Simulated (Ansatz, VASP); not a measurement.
# Two plane-wave programs on Ta3N

```
CELL_PARAMETERS angstrom
3.00050 0.00000 0.00000
-1.50025 2.59851 0.00000
0.00000 0.00000 7.44993
ATOMIC_POSITIONS crystal
Ta 0.00000 0.00000 0.50000
Ta 0.33333 0.66667 0.17259
Ta 0.66667 0.33333 0.82741
N 0.92115 0.94227 0.00000
```

Alike in both runs: task single point; functional PBEsol; k mesh 18 × 18 × 8; occupations gaussian, width 0.15 eV; no spin polarisation.

|  | VASP | Ansatz |
| --- | --- | --- |
| version | VASP 6.6.1 | Ansatz 0.2.0 |
| potentials or method | VASP PAW PBE potentials, release 64 (Ta_pv, N), cutoff 520 eV | scalar-relativistic, plane waves, PAW |
| valence electrons in the cell | 38 | 44 |

Ansatz gave:

| Quantity | Value |
| --- | --- |
| gap on the k mesh at the Fermi level (eV) | none |
| pressure (GPa) | 2.9 |
| traceless stress, the component that is largest in VASP (GPa) | -2.66 |
| rms of the force components (eV/Å) | 1.068 |

Problem. Which values does VASP return?

Solution. gap on the k mesh at the Fermi level (eV): none; pressure (GPa): 3.5; traceless stress, the component that is largest in VASP (GPa): -2.73; rms of the force components (eV/Å): 1.090.

VASP's potentials were made for PBE, not for PBEsol. Atom by atom the forces differ by 0.033 eV/Å (rms over components). A gap of «none» marks a metal or a gap that the smearing closes. VASP's potentials hold 38 valence electrons a cell and Ansatz's 44, so a difference there can come from the potentials and not from the codes.

Spin-orbit coupling is off throughout.
